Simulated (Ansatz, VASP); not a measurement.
One calculation of CdTe, two programs

Contents of INCAR:

```
PREC = Accurate ; ENCUT = 520
EDIFF = 1E-6 ; ISMEAR = 0
SIGMA = 0.02 ; LREAL = False
LASPH = True ; NELM = 100
ALGO = Normal ; ISIF = 2
LWAVE = False ; LCHARG = True
GGA = PE ; LELF = True
LVHAR = True ; NBANDS = 16
```

KPOINTS

```
Automatic mesh
0
Gamma
  10 10 10
```

Contents of POSCAR:

```
CdTe
1.0
    0.0000000000      3.0070365850      3.0070365850
    3.0070365850      0.0000000000      3.0070365850
    3.0070365850      3.0070365850      0.0000000000
Cd Te
1 1
Direct
    0.0000000000      0.0000000000      0.0000000000
    0.2500000000      0.2500000000      0.2500000000
```

Input for Ansatz:

```yaml
crystal:
  lattice:
    - [0.0, 3.007036585, 3.007036585]
    - [3.007036585, 0.0, 3.007036585]
    - [3.007036585, 3.007036585, 0.0]
  atoms:
    - { symbol: Cd, position: [0.0, 0.0, 0.0] }
    - { symbol: Te, position: [0.25, 0.25, 0.25] }
basis:
  ecutwfc: 420
kpoints:
  mp_grid: { grid: [10, 10, 10] }
  band_path: { path: [VBM, CBM], npoints: 2 }
hamiltonian:
  xc: pbe
scf:
  occupations: { method: gaussian, width: 0.02 }
output:
  forces: true
  stress: true
  eigenvalues: true
checkpoint:
  read: start.run
  write: ck
  compress: false
  write_wavefunctions: false
  write_every: 100000
```

Alike in both runs: task single point; functional PBE; k mesh 10 × 10 × 10; occupations gaussian, width 0.02 eV; no spin polarisation.

|  | VASP | Ansatz |
| --- | --- | --- |
| version | VASP 6.6.1 | Ansatz 0.2.0 |
| potentials or method | VASP PAW PBE potentials, release 64 (Cd, Te), cutoff 520 eV | scalar-relativistic, plane waves, PAW |
| valence electrons in the cell | 18 | 36 |

|  | VASP | Ansatz | Ansatz less VASP |
| --- | --- | --- | --- |
| gap on the k mesh at the Fermi level (eV) | 1.48 | 1.46 | -0.015 |
| least direct gap on the mesh (eV) | 1.48 | 1.46 | -0.015 |
| pressure (GPa) | 20.3 | 20.0 | -0.33 |

With one functional, cell and mesh, what is left measures potentials, basis and numerics. VASP's potentials hold 18 valence electrons a cell and Ansatz's 36, so a difference there can come from the potentials and not from the codes.

Spin-orbit coupling is off throughout.
